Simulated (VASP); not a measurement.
Here is a VASP 6.6.1 calculation.

INCAR

```
SYSTEM = B5W
  ALGO = Normal
  EDIFF = 1E-7
  EDIFFG = -0.01
  ENCUT = 600
  GGA = PE
  IBRION = 2
  ISIF = 3
  ISMEAR = 0
  LASPH = .True.
  LCHARG = .False.
  LREAL = .False.
  LWAVE = .False.
  NELM = 100
  NSW = 100
  PREC = Accurate
  SIGMA = 0.1
```

File KPOINTS:

```
k-points
0
Gamma
  12 12 6
  0 0 0
```

The input POSCAR:

```
B5W
1.0
    4.3109512742      0.0000000000      0.0000000000
   -2.1554756371      3.7333933180      0.0000000000
    0.0000000000      0.0000000000      5.8213814009
B W
5 1
Direct
    0.5000000000      0.0000000000      0.0000000000
    0.0000000000      0.5000000000      0.0000000000
    0.5000000000      0.5000000000      0.0000000000
    0.0000000000      0.0000000000      0.6418215969
    0.0000000000      0.0000000000      0.3581784031
    0.0000000000      0.0000000000      0.0000000000
```

Potentials or basis: VASP PAW PBE potentials, release 64 (B, W_sv).

Command:

```sh
$ cat potpaw_PBE.64/B/POTCAR potpaw_PBE.64/W_sv/POTCAR > POTCAR
$ mpirun -np 1 vasp_std > vasp.out
```

Task: What does it give for the relaxed volume?

Result: 15.62 Å³/atom.

Task: Estimate the space group after relaxing (to 0.1 Å).

Result: P6/mmm (No. 191).

Final structure:
```
B W
1.0
     4.30935    0.00000    0.00000
    -2.15468    3.73201    0.00000
     0.00000    0.00000    5.82725
B W
5 1
Direct
  0.50000 0.00000 0.00000
  0.00000 0.50000 0.00000
  0.50000 0.50000 0.00000
  0.00000 0.00000 0.64165
  0.00000 0.00000 0.35835
  0.00000 0.00000 0.00000
```

Caveat: an odd number of electrons without spin polarisation forces a metal; a magnetic or distorted state may lie lower.
